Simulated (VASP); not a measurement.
Here is a VASP 6.6.1 calculation.

Contents of INCAR:

```
SYSTEM = HfC
  ALGO = Normal
  EDIFF = 1E-6
  ENCUT = 520
  GGA = PE
  ISIF = 2
  ISMEAR = 1
  IVDW = 12
  LASPH = .TRUE.
  LCHARG = .TRUE.
  LELF = .TRUE.
  LREAL = .FALSE.
  LVHAR = .TRUE.
  LWAVE = .FALSE.
  NBANDS = 14
  NELM = 80
  PREC = Accurate
  SIGMA = 0.1
```

The input KPOINTS:

```
k-points
0
G
  11 11 11
  0 0 0
```

File POSCAR:

```
HfC
1.0
    0.0000000000      2.4145097574      2.4145097574
    2.4145097574      0.0000000000      2.4145097574
    2.4145097574      2.4145097574      0.0000000000
Hf C
1 1
Direct
    0.5000000000      0.5000000000      0.5000000000
    0.0000000000      0.0000000000      0.0000000000
```

Potentials or basis: VASP PAW PBE potentials, release 64 (Hf_pv, C).

Run with:

```bash
$ cat potpaw_PBE.64/Hf_pv/POTCAR potpaw_PBE.64/C/POTCAR > POTCAR
$ mpirun -np 1 vasp_std > vasp.out
```

Estimate the pressure.

-25.6 GPa.

Estimate the band gap on the k mesh.

zero (band 7 reaches 6.06 eV, above the bottom of band 8 at 4.70 eV).

Estimate the dispersion energy per atom.

-0.318 eV.

Caveat: spin-orbit coupling is left out, which moves the levels of the heavy elements; pairwise dispersion overbinds metals, which lowers pressure and volume.
